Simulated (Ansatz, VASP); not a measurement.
## One calculation of WF, two programs

```
CELL_PARAMETERS angstrom
0.00000 2.42504 2.42504
2.42504 0.00000 2.42504
2.42504 2.42504 0.00000
ATOMIC_POSITIONS crystal
W 0.00000 0.00000 0.00000
F 0.75000 0.75000 0.75000
```

Alike in both runs: functional PBE; k mesh 6 × 6 × 6; occupations gaussian, width 0.1 eV; no spin polarisation.

Ansatz relaxed the structure, and its values are those at the end. VASP's run is a single point on that final structure, the one shown.

|  | VASP | Ansatz |
| --- | --- | --- |
| version | VASP 6.6.1 | Ansatz 0.2.0 |
| potentials or method | VASP PAW PBE potentials, release 64 (W_sv, F_h), cutoff 1350 eV | scalar-relativistic, plane waves, PAW |
| valence electrons in the cell | 21 | 21 |

Ansatz gave:

| Quantity | Value |
| --- | --- |
| gap on the k mesh at the Fermi level (eV) | none |
| pressure (GPa) | -0.2 |

What did VASP give for the same quantities?

gap on the k mesh at the Fermi level (eV): none; pressure (GPa): 0.9.

A gap of «none» marks a metal or a gap that the smearing closes. With one functional, cell and mesh, what is left measures potentials, basis and numerics.

The k mesh is coarse, so the values compare programs but aren't converged. Neither program's run includes spin-orbit coupling.
